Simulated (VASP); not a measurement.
Write the native input for VASP 6.6.1 that does the following.

```
Task                   : single point
Functional             : PBE
Potentials or basis    : VASP PAW PBE potentials, release 64 (As)
Cutoff                 : 520 eV
k mesh                 : 17 × 17 × 17
Occupations            : fermi-dirac, width 0.05 eV
Spin                   : no spin polarisation
Dipole correction      : no
Further INCAR settings : ALGO = Normal; EDIFF = 1e-06; NBANDS = 8
```

The structure of As lies in POSCAR:

```
As
1.0
    0.0000000000      2.1304909830      2.1304909830
    2.1304909830      0.0000000000      2.1304909830
    2.1304909830      2.1304909830      0.0000000000
As
1
Direct
    0.0000000000      0.0000000000      0.0000000000
```

The input as run:

INCAR

```
PREC = Accurate ; ENCUT = 520
EDIFF = 1E-6 ; ISMEAR = -1
SIGMA = 0.05 ; LREAL = F
LASPH = T ; NELM = 60
ALGO = Normal ; ISIF = 2
LWAVE = F ; LCHARG = F
GGA = PE ; NBANDS = 8
```

KPOINTS

```
regular mesh
0
Gamma
  17 17 17
```

Potentials or basis: VASP PAW PBE potentials, release 64 (As).

Launch:

```bash
$ cat potpaw_PBE.64/As/POTCAR > POTCAR
$ mpirun -np 1 vasp_std > vasp.out
```

Results of the run:

```json
{
  "Pressure": "0.0 GPa"
}
```

Run time: 19 s on 1 thread of AMD EPYC 9R45 (Zen 5) (shared host), peak memory 0.12 GiB.
